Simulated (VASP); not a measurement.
Y: single point with BLYP

Crystal: Y.

```
CELL_PARAMETERS angstrom
3.63954 0.00000 0.00000
-1.81977 3.15193 0.00000
0.00000 0.00000 11.67881
ATOMIC_POSITIONS crystal
Y 0.00000 0.00000 0.00000
Y 0.00000 0.00000 0.50000
Y 0.33333 0.66667 0.25000
Y 0.66667 0.33333 0.75000
```

```json
{
  "Program": "VASP 6.6.1",
  "Task": "single point",
  "Functional": "BLYP",
  "Potentials or basis": "VASP PAW PBE potentials, release 64 (Y_sv)",
  "Cutoff": "520 eV",
  "k mesh": "13 × 13 × 4",
  "Occupations": "fermi-dirac, width 0.1 eV",
  "Spin": "no spin polarisation",
  "Dipole correction": "no",
  "Further INCAR settings": "ALGO = Normal; EDIFF = 1e-06; NBANDS = 30"
}
```

* Pressure: -0.1 GPa
* Band gap on the k mesh: zero (bands 22 and 23 overlap by 1.10 eV)

Levels at points of the mesh, in eV from the Fermi level:
```tsv
k point	band 19	band 20	band 21	band 22	band 23	band 24	band 25	band 26
(0.00, 0.00, 0.00)	-3.21	-1.88	0.74	0.80	0.82	1.49	1.49	1.54
(0.00, 0.00, 0.50)	-2.21	-2.21	0.58	0.58	1.41	1.41	1.61	1.61
```

It took 2.5 min on 1 thread of Intel(R) Xeon(R) 6975P-C (Granite Rapids), with other jobs on the host, peak memory 0.37 GiB.

Caveat: the PAW data sets were made with another functional, which shifts forces and pressure a little.
